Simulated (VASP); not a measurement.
Runs of VASP 6.6.1 on Ca3H2Pt. The structure is that of space group P4/mmm (No. 123), or close to it. The cells are those of the table. 

| task | cell | k mesh | cutoff (eV) | gap on the mesh (eV) | pressure (GPa) | largest force (eV/Å) |
| --- | --- | --- | --- | --- | --- | --- |
| single point | a = 3.392, b = 3.392, c = 10.747 Å, 6 atoms | 12 × 12 × 4 | 520 | none | 0.0 | 0.01 |
| single point | a = 3.196, b = 3.196, c = 9.554 Å, 6 atoms | 6 × 6 × 2 | 520 | none | (a) | 0.36 |
| single point | a = 3.411, b = 3.411, c = 10.681 Å, 6 atoms | 6 × 6 × 2 | 520 | none | 0.3 | 0.01 |
| relaxation of cell and atoms | relaxed from a = 3.196, b = 3.196, c = 9.554 Å, 6 atoms | 6 × 6 × 2 | 600 | none | 0.0 | 0.04 |

Alike in all rows: level PBE; potentials or basis VASP PAW PBE potentials, release 64 (Ca_sv, H, Pt); no spin polarisation; smearing gaussian 0.1 eV.

Problem. Fill in the values left out.

Solution. (a) 8.9.

Caveats: spin-orbit coupling is left out, which moves the levels of the heavy elements.

A k mesh can miss the band edges, and the runs leave out spin-orbit coupling on Pt.

A gap of «none» marks levels without a gap at the run's occupations.
